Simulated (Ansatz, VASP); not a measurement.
WC in VASP and in Ansatz

```
CELL_PARAMETERS angstrom
2.89841 0.00000 0.00000
-1.44921 2.51010 0.00000
0.00000 0.00000 2.82761
ATOMIC_POSITIONS crystal
W 0.99870 0.99740 0.00000
C 0.68659 0.37317 0.50000
```

Change from the starting cell: mode 5 (621.9 1/cm) frozen in, largest displacement +0.100 Å.

Alike in both runs: task single point; functional PBEsol; k mesh 24 × 24 × 22; occupations gaussian, width 0.15 eV; no spin polarisation.

|  | VASP | Ansatz |
| --- | --- | --- |
| version | VASP 6.6.1 | Ansatz 0.2.0 |
| potentials or method | VASP PAW PBE potentials, release 64 (W_sv, C), cutoff 520 eV | scalar-relativistic, plane waves, PAW |
| valence electrons in the cell | 18 | 18 |

Ansatz gave:

```
gap on the k mesh at the Fermi level (eV)                     : none
pressure (GPa)                                                : 1.9
traceless stress, the component that is largest in VASP (GPa) : -5.15
rms of the force components (eV/Å)                            : 1.050
```

What did VASP give for the same quantities?

gap on the k mesh at the Fermi level (eV): none; pressure (GPa): 3.3; traceless stress, the component that is largest in VASP (GPa): -5.39; rms of the force components (eV/Å): 1.057.

VASP's potentials were made for PBE, not for PBEsol. Atom by atom the forces differ by 0.007 eV/Å (rms over components). A gap of «none» marks a metal or a gap that the smearing closes.

Neither program's run includes spin-orbit coupling.
